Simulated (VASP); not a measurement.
# Al (I4/mmm) in VASP: further runs

The runs below take Al through single point, with r2SCAN.

All numbers are computed with VASP 6.6.1; they aren't measurements. Logs are shortened: lines on timing, memory, paths and dates and some standing lists are left out, and cuts for length are marked.

## (1) The cell of the first run

The structure is tetragonal, space group I4/mmm (No. 139). The conventional cell has a = 3.278 Å, b = 3.278 Å, c = 3.087 Å, α = 90.00°, β = 90.00°, γ = 90.00°. Within 3.7 Å of Al (site symmetry 4/mmm) lie 14 Al at 2.78 to 3.28 Å.

## (2) Single point, r2SCAN (strain +0.030 along x and y, -0.030 along z)

POSCAR

```
Al
1.0
   -1.6389552507      1.6389552507      1.5434821293
    1.6389552507     -1.6389552507      1.5434821293
    1.6389552507      1.6389552507     -1.5434821293
Al
1
Direct
    0.0000000000      0.0000000000      0.0000000000
```

INCAR.step1

```
PREC = Accurate ; ENCUT = 520
ISMEAR = 0 ; SIGMA = 0.15
LREAL = False ; LASPH = True
NELM = 60 ; NBANDS = 8
GGA = PE ; ALGO = Normal
EDIFF = 1E-4 ; LWAVE = True
LCHARG = False
```

INCAR.step2

```
PREC = Accurate ; ENCUT = 520
EDIFF = 1E-6 ; ISMEAR = 0
SIGMA = 0.15 ; LREAL = False
LASPH = True ; NELM = 60
ALGO = Normal ; ISIF = 2
LWAVE = False ; LCHARG = False
METAGGA = R2SCAN ; LMIXTAU = True
NBANDS = 8 ; ISTART = 1
```

KPOINTS

```
Automatic mesh
0
Gamma
  20 20 20
```

Potentials or basis: VASP PAW PBE potentials, release 64 (Al).

The run is started by

```bash
> cat potpaw_PBE.64/Al/POTCAR > POTCAR
> cp INCAR.step1 INCAR
> mpirun -np 1 vasp_std > vasp.out
> cp INCAR.step2 INCAR
> mpirun -np 1 vasp_std > vasp.out
```

OUTCAR:

```text
PREC = Accurate
   ENCUT = 520
   EDIFF = 1E-6
   ISMEAR = 0
   LREAL = False
   LASPH = True
   NELM = 60
   ISIF = 2
   METAGGA = R2SCAN
   ISTART = 1

 ion  position               nearest neighbor table
   1  0.000  0.000  0.000-

  LATTYP: Found a body centered tetragonal cell.
 ALAT       =     3.2779105014
 C/A-ratio  =     0.9417475728

  Lattice vectors:

 A1 = (  -1.6389552507,   1.6389552507,   1.5434821293)
 A2 = (   1.6389552507,  -1.6389552507,   1.5434821293)
 A3 = (   1.6389552507,   1.6389552507,  -1.5434821293)

Analysis of symmetry for initial positions (statically):
=====================================================================
 Subroutine PRICEL returns:
 Original cell was already a primitive cell.

 Routine SETGRP: Setting up the symmetry group for a
 body centered tetragonal supercell.

 Subroutine GETGRP returns: Found 16 space group operations
 (whereof 16 operations were pure point group operations)
 out of a pool of 16 trial point group operations.

The static configuration has the point symmetry D_4h.

Analysis of symmetry for dynamics (positions and initial velocities):
=====================================================================
 Subroutine PRICEL returns:
 Original cell was already a primitive cell.

 Routine SETGRP: Setting up the symmetry group for a
 body centered tetragonal supercell.

 Subroutine GETGRP returns: Found 16 space group operations
 (whereof 16 operations were pure point group operations)
 out of a pool of 16 trial point group operations.

The dynamic configuration has the point symmetry D_4h.

 Subroutine INISYM returns: Found 16 space group operations
 (whereof 16 operations are pure point group operations),
 and found     1 'primitive' translations

----------------------------------------------------------------------------------------

                                     Primitive cell

  volume of cell :      16.5842

  direct lattice vectors                    reciprocal lattice vectors
    -1.638955251  1.638955251  1.543482129     0.000000000  0.305072393  0.323942850
     1.638955251 -1.638955251  1.543482129     0.305072393  0.000000000  0.323942850
     1.638955251  1.638955251 -1.543482129     0.305072393  0.305072393  0.000000000

  length of vectors
     2.784723633  2.784723633  2.784723633     0.444981050  0.444981050  0.431437515

  position of ions in fractional coordinates (direct lattice)
     0.000000000  0.000000000  0.000000000

[... 73 lines left out ...]
   ENCUT  =  520.0 eV  38.22 Ry    6.18 a.u.   5.18  5.18  5.18*2*pi/ulx,y,z
   NELM   =     60;   NELMIN=  2; NELMDL=  0     # of ELM steps
   EDIFF  = 0.1E-05   stopping-criterion for ELM
   LREAL  =      F    real-space projection
   EDIFFG = 0.1E-04   stopping-criterion for IOM
   NSW    =      0    number of steps for IOM
   IBRION =     -1    ionic relax: 0-MD 1-quasi-New 2-CG
   NFREE  =      0    steps in history (QN), initial steepest desc. (CG)
   ISIF   =      2    stress and relaxation
   ISYM   =      2    0-nonsym 1-usesym 2-fastsym
   POTIM  = 0.5000    time-step for ionic-motion
   TEBEG  =    0.0;   TEEND  =   0.0 temperature during run
   PSTRESS=    0.0 pullay stress
   NELECT =       3.0000    total number of electrons
   NUPDOWN=      -1.0000    fix difference up-down
   EMIN   =  10.00;   EMAX   =-10.00  energy-range for DOS
   EFERMI =   0.00;   METHOD = LEGACY
   ISMEAR =     0;   SIGMA  =   0.15  broadening in eV -4-tet -1-fermi 0-gaus
   EFERMI_NEDOS =   21; number of points for ismear=-14 and -15
   IALGO  =     38    algorithm
   IMIX   =      4    mixing-type and parameters
     AMIX     =   0.40;   BMIX     =  1.00
     AMIX_MAG =   1.60;   BMIX_MAG =  1.00
  volume/ion in A,a.u.               =      16.58       111.92
  Fermi-wavevector in a.u.,A,eV,Ry     =   0.925870  1.749640 11.663392  0.857235
  Thomas-Fermi vector in A             =   2.051771
   LORBIT       =      0    0 simple, 1 ext, 2 COOP (PROOUT), +10 PAW based schemes
   METAGGA = R2SCAN    functional components
   LHFCALC =     F    Hartree Fock is set to
   AEXX    =    0.0000 exact exchange contribution
   IVDW    =     0    specifies the selected vdW correction
   LEPSILON=     F    determine dielectric tensor
   LRPA    =     F    only Hartree local field effects (RPA)
 non-spin polarized calculation
 Gauss-broadening in eV      SIGMA  =   0.15
  energy-cutoff  :      520.00
  volume of cell :       16.58
 maximum number of plane-waves:       466
 NGX is ok and might be reduce to    24
   NGX = 11   NGY = 11   NGZ = 11

 number of electron       3.0000000 magnetization

 Free energy of the ion-electron system (eV)
  ---------------------------------------------------
  ext. energy  EPLUGINS =         0.00000000
  ---------------------------------------------------
  free energy    TOTEN  =        -6.62803781 eV

  energy without entropy =       -6.62407445  energy(sigma->0) =       -6.62605613

 E-fermi :   7.9826     XC(G=0): -10.9039

 val. band max:        7.9641068300   @ k =   0.3500   0.0500   0.0000
 cond. band min:       7.9939857177   @ k =  -0.3000   0.4500   0.0500
 fundamental gap:      0.0298788877
 Fermi energy:         7.9825842334

 k-point     1 :       0.0000    0.0000    0.0000
  band No.  band energies     occupation
      1      -3.8468      2.00000
      2      21.0139      0.00000
      3      22.5473      0.00000
      4      22.5473      0.00000
      5      23.3881      0.00000
      6      23.3881      0.00000
      7      24.2776      0.00000
      8      24.3236      0.00000
[... 243 lines left out ...]
 k-point    24 :      -0.3500    0.0500   -0.0000
  band No.  band energies     occupation
      1      -0.5612      2.00000
      2       9.9542      0.00000
      3      15.6377      0.00000
      4      17.5919      0.00000
      5      19.2503      0.00000
      6      21.6845      0.00000
      7      28.0454      0.00000
      8      28.8083      0.00000

 [... further k-points ...]
[... 5 lines left out ...]
  --------------------------------------------------------------------------------------
  -------------------------------------------------------------------------------------
  Total       -0.1542548     -0.1542548     -0.3579386      0.0000000      0.0000000      0.0000000
  in kB      -14.9023093    -14.9023093    -34.5798695      0.0000000      0.0000000      0.0000000
  external PRESSURE =     -21.4614960 kB  Pullay stress =       0.0000000 kB

 VOLUME and BASIS-vectors are now :
 -----------------------------------------------------------------------------
  energy-cutoff  :      520.00
  volume of cell :       16.58
      direct lattice vectors                 reciprocal lattice vectors
    -1.638955251  1.638955251  1.543482129     0.000000000  0.305072393  0.323942850
     1.638955251 -1.638955251  1.543482129     0.305072393  0.000000000  0.323942850
     1.638955251  1.638955251 -1.543482129     0.305072393  0.305072393  0.000000000

 POSITION                                       TOTAL-FORCE (eV/Angst)
 -----------------------------------------------------------------------------------
      0.00000      0.00000      0.00000        -0.000000      0.000000      0.000000
 -----------------------------------------------------------------------------------
    total drift:                               -0.000000     -0.000000     -0.000000

  FREE ENERGIE OF THE ION-ELECTRON SYSTEM (eV)
  ---------------------------------------------------
  free  energy   TOTEN  =        -6.6280378086 eV

  energy  without entropy=       -6.6240744525  energy(sigma->0) =       -6.62605613
```

OUTCAR.step1:

```text
PREC = Accurate
   ENCUT = 520
   ISMEAR = 0
   LREAL = False
   LASPH = True
   NELM = 60
[... 480 lines left out ...]

 POSITION                                       TOTAL-FORCE (eV/Angst)
 -----------------------------------------------------------------------------------
      0.00000      0.00000      0.00000         0.000000      0.000000      0.000000
 -----------------------------------------------------------------------------------
    total drift:                                0.000000      0.000000      0.000000

  FREE ENERGIE OF THE ION-ELECTRON SYSTEM (eV)
  ---------------------------------------------------
  free  energy   TOTEN  =        -3.6550785158 eV

  energy  without entropy=       -3.6506620065  energy(sigma->0) =       -3.65287026
```

Run time: 1.9 min. Hardware: 1 thread of Intel Xeon Platinum 8488C (Sapphire Rapids), shared host; peak memory 0.19 GiB.

Results:

```yaml
Free_energy: -6.6280 eV
Pressure: -2.1 GPa
```

Stress tensor (GPa, compression positive):
```
-1.49  0.00  0.00
 0.00 -1.49  0.00
 0.00  0.00 -3.46
```

Caveat: the cell differs from its parent crystal (strain +0.030 along x and y, -0.030 along z); the PAW data sets were made with another functional, which shifts forces and pressure a little.

## (3) Single point, r2SCAN (strain +0.000 along x and y, +0.030 along z)

POSCAR

```
Al
1.0
   -1.5912186900      1.5912186900      1.6389552507
    1.5912186900     -1.5912186900      1.6389552507
    1.5912186900      1.5912186900     -1.6389552507
Al
1
Direct
    0.0000000000      0.0000000000      0.0000000000
```

INCAR.step1

```
ALGO     = Normal         # electronic algorithm
EDIFF    = 1E-4           # SCF threshold, eV
ENCUT    = 520            # plane-wave cutoff, eV
GGA      = PE             # functional
ISMEAR   = 0              # smearing method
LASPH    = True           # aspherical terms in the spheres
LCHARG   = False          # write CHGCAR
LREAL    = False          # projectors in reciprocal space
LWAVE    = True           # write WAVECAR
NBANDS   = 8              # bands
NELM     = 80             # most SCF steps
PREC     = Accurate       # precision mode
SIGMA    = 0.15           # smearing width, eV
```

INCAR.step2

```
ALGO     = Normal         # electronic algorithm
EDIFF    = 1E-6           # SCF threshold, eV
ENCUT    = 520            # plane-wave cutoff, eV
ISIF     = 2              # what is computed and relaxed
ISMEAR   = 0              # smearing method
ISTART   = 1            
LASPH    = True           # aspherical terms in the spheres
LCHARG   = True           # write CHGCAR
LELF     = True           # ELF
LMIXTAU  = True         
LREAL    = False          # projectors in reciprocal space
LVHAR    = True         
LWAVE    = False          # write WAVECAR
METAGGA  = R2SCAN         # meta-GGA
NBANDS   = 8              # bands
NELM     = 80             # most SCF steps
PREC     = Accurate       # precision mode
SIGMA    = 0.15           # smearing width, eV
```

KPOINTS

```
k-points
0
Gamma
  20 20 20
```

Potentials or basis: VASP PAW PBE potentials, release 64 (Al).

The run is started by

```bash
> cat potpaw_PBE.64/Al/POTCAR > POTCAR
> cp INCAR.step1 INCAR
> mpirun -np 1 vasp_std > vasp.out
> cp INCAR.step2 INCAR
> mpirun -np 1 vasp_std > vasp.out
```

Run time: 1.9 min. Hardware: 1 thread of Intel Xeon Platinum 8488C (Sapphire Rapids), shared host; peak memory 0.19 GiB.

The run converged. Its results:

```
Free energy : -6.6242 eV
Pressure    : -2.2 GPa
```

Stress tensor (GPa, compression positive):
```
-2.67  0.00  0.00
 0.00 -2.67  0.00
 0.00  0.00 -1.27
```

Levels at points of the mesh, in eV from the Fermi level:
| k point | band 1 | band 2 | band 3 | band 4 |
| --- | --- | --- | --- | --- |
| (0.00, 0.00, 0.00) | -11.82 | 13.77 | 13.77 | 14.49 |
| (0.50, 0.00, 0.00) | -4.74 | -4.09 | 8.89 | 8.98 |
| (0.50, 0.50, 0.00) | -4.58 | -3.81 | 8.24 | 8.39 |
| (0.50, 0.50, 0.50) | 1.42 | 2.29 | 2.29 | 2.75 |

Caveat: the cell differs from its parent crystal (strain +0.000 along x and y, +0.030 along z); the PAW data sets were made with another functional, which shifts forces and pressure a little.

[end of part 1 of 2]
